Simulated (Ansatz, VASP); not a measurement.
# One calculation of O, two programs

```xyz
2
Lattice="2.8514 -1.6624 0.0000 2.8514 1.6624 0.0000 -2.3945 0.0000 3.6471" Properties=species:S:1:pos:R:3 pbc="T T T"
O     3.5357    0.0000    3.0797
O    -0.2274    0.0000    0.5674
```

Alike in both runs: task single point; functional PBE; k mesh 10 × 10 × 7; occupations fermi-dirac, width 0.05 eV; no spin polarisation.

|  | VASP | Ansatz |
| --- | --- | --- |
| version | VASP 6.6.1 | Ansatz 0.2.0 |
| potentials or method | VASP PAW PBE potentials, release 64 (O) | Ansatz PAW |
| plane-wave cutoff (eV) | 520 | 420 |
| valence electrons in the cell | 12 | 12 |

VASP gave:

```
gap on the k mesh at the Fermi level (eV)                     : none
pressure (GPa)                                                : -0.2
traceless stress, the component that is largest in VASP (GPa) : -2.98
rms of the force components (eV/Å)                            : 0.493
```

Question: Estimate Ansatz's values.

Answer: gap on the k mesh at the Fermi level (eV): none; pressure (GPa): -2.1; traceless stress, the component that is largest in VASP (GPa): -0.92; rms of the force components (eV/Å): 0.185.

Atom by atom the forces differ by 0.643 eV/Å (rms over components). A gap of «none» marks a metal or a gap that the smearing closes.

Noted on VASP's run: the standard files for N, O and F lose accuracy on very short bonds; spin is off for a triplet molecule. Noted on Ansatz's run: spin is off for a triplet molecule.
